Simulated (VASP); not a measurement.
Input of a VASP 6.6.1 run:

INCAR

```
ALGO = Normal
EDIFF = 1E-6
ENCUT = 520
GGA = PE
ISIF = 2
ISMEAR = 0
LASPH = T
LCHARG = F
LREAL = F
LWAVE = F
NBANDS = 20
NELM = 80
PREC = Accurate
SIGMA = 0.1
```

KPOINTS

```
k-points
0
Gamma
  4 4 4
```

Contents of POSCAR:

```
HgH8
1.0
    5.8708322000     -3.9422961000      0.0000000000
    5.8708322000      3.9422961000      0.0000000000
   -1.5096448000      0.0000000000      4.5404267000
Hg H
1 8
Direct
    0.6315990000      0.6315990000      0.3508300000
    0.6246570000      0.2182150000      0.7983130000
    0.6156710000      0.1259710000      0.6812860000
    0.1259710000      0.6156710000      0.6812860000
    0.2182150000      0.6246570000      0.7983130000
    0.2298290000      0.2298290000      0.9781410000
    0.9706780000      0.9706780000      0.2370750000
    0.1817660000      0.1817660000      0.0509310000
    0.0087570000      0.0087570000      0.3960460000
```

Potentials or basis: VASP PAW PBE potentials, release 64 (Hg, H).

Command:

```console
$ cat potpaw_PBE.64/Hg/POTCAR potpaw_PBE.64/H/POTCAR > POTCAR
$ mpirun -np 1 vasp_std > vasp.out
```

(1) Predict the band gap on the k mesh.

(2) Predict the pressure.

Results:

(1) 4.56 eV.

(2) -0.1 GPa.

Caveat: spin-orbit coupling is left out, which moves the levels of the heavy elements.
